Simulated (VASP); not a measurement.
Input of a VASP 6.6.1 run:

File INCAR:

```
SYSTEM = Ge2F3
PREC     = Accurate       ! precision mode
ENCUT    = 600            ! plane-wave cutoff, eV
EDIFF    = 1E-6           ! SCF threshold, eV
ISMEAR   = 0              ! smearing method
SIGMA    = 0.1            ! smearing width, eV
LREAL    = .FALSE.        ! projectors in reciprocal space
LASPH    = .TRUE.         ! aspherical terms in the spheres
NELM     = 120            ! most SCF steps
ALGO     = Normal         ! electronic algorithm
ISIF     = 2              ! what is computed and relaxed
LWAVE    = .FALSE.        ! write WAVECAR
LCHARG   = .FALSE.        ! write CHGCAR
GGA      = PE             ! functional
NBANDS   = 32             ! bands
GGA_COMPAT= .FALSE.
```

File KPOINTS:

```
Automatic mesh
0
G
  8 8 8
  0 0 0
```

File POSCAR:

```
Ge2F3
1.0
    4.4042415796      0.0000000000      0.0000000000
    0.0000000000      4.4042415796      0.0000000000
    0.0000000000      0.0000000000      4.4042415796
Ge F
2 3
Direct
    0.0000000000      0.0000000000      0.0000000000
    0.5000000000      0.5000000000      0.5000000000
    0.0000000000      0.5000000000      0.5000000000
    0.5000000000      0.0000000000      0.5000000000
    0.5000000000      0.5000000000      0.0000000000
```

Potentials or basis: VASP PAW PBE potentials, release 64 (Ge_d, F).

Command:

```sh
$ cat potpaw_PBE.64/Ge_d/POTCAR potpaw_PBE.64/F/POTCAR > POTCAR
$ mpirun -np 1 vasp_std > vasp.out
```

Question: What does it give for the pressure?

Answer: -0.2 GPa.

Caveat: an odd number of electrons without spin polarisation forces a metal; a magnetic or distorted state may lie lower.
